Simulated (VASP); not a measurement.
A run of VASP 6.6.1 is set up as follows.

Contents of INCAR:

```
SYSTEM = Cs
PREC = Accurate ; ENCUT = 520
EDIFF = 1E-6 ; ISMEAR = -1
SIGMA = 0.1 ; LREAL = .FALSE.
LASPH = .TRUE. ; NELM = 100
ALGO = Normal ; ISIF = 2
LWAVE = .FALSE. ; LCHARG = .FALSE.
GGA = PE ; NBANDS = 26
```

KPOINTS

```
Automatic mesh
0
G
  8 8 2
  0 0 0
```

The input POSCAR:

```
Cs
1.0
    5.5513502909      0.0000000000      0.0000000000
   -2.7756751455      4.8076103772      0.0000000000
    0.0000000000      0.0000000000     18.2067977783
Cs
4
Direct
    1.0000000000      1.0000000000      1.0000000000
    1.0000000000      1.0000000000      0.5000000000
    0.3333333333      0.6666666667      0.2500000000
    0.6666666667      0.3333333333      0.7500000000
```

Potentials or basis: VASP PAW PBE potentials, release 64 (Cs_sv).

Run with:

```bash
$ cat potpaw_PBE.64/Cs_sv/POTCAR > POTCAR
$ mpirun -np 1 vasp_std > vasp.out
```

**Question.** Predict the pressure.

**Answer.** -0.1 GPa.

**Question.** Predict the band gap on the k mesh.

**Answer.** Zero (bands 18 and 19 overlap by 1.51 eV).

Caveat: spin-orbit coupling is left out, which moves the levels of the heavy elements.
